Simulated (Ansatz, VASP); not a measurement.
# Two plane-wave programs on SiGe

```
Si Ge
1.0
     3.90445    0.00000    0.00000
    -1.95223    3.38135    0.00000
     0.00000    0.00000    6.45078
Si Ge
2 2
Direct
  0.66667 0.33333 0.87455
  0.33333 0.66667 0.37455
  0.66667 0.33333 0.50045
  0.33333 0.66667 0.00045
```

Alike in both runs: functional PBEsol; k mesh 12 × 12 × 6; occupations gaussian, width 0.02 eV; no spin polarisation.

Ansatz relaxed the structure, and its values are those at the end. VASP's run is a single point on that final structure, the one shown.

|  | VASP | Ansatz |
| --- | --- | --- |
| version | VASP 6.6.1 | Ansatz 0.2.0 |
| potentials or method | VASP PAW PBE potentials, release 64 (Si, Ge_d), cutoff 520 eV | scalar-relativistic, plane waves, PAW |
| valence electrons in the cell | 36 | 36 |

```tsv
	VASP	Ansatz	Ansatz less VASP
gap on the k mesh at the Fermi level (eV)	0.35	0.35	-0.001
least direct gap on the mesh (eV)	0.40	0.40	-0.005
pressure (GPa)	-0.3	-0.2	+0.02
```

VASP's potentials were made for PBE, not for PBEsol. With one functional, cell and mesh, what is left measures potentials, basis and numerics. Ansatz's warnings: stress scf threshold loose.
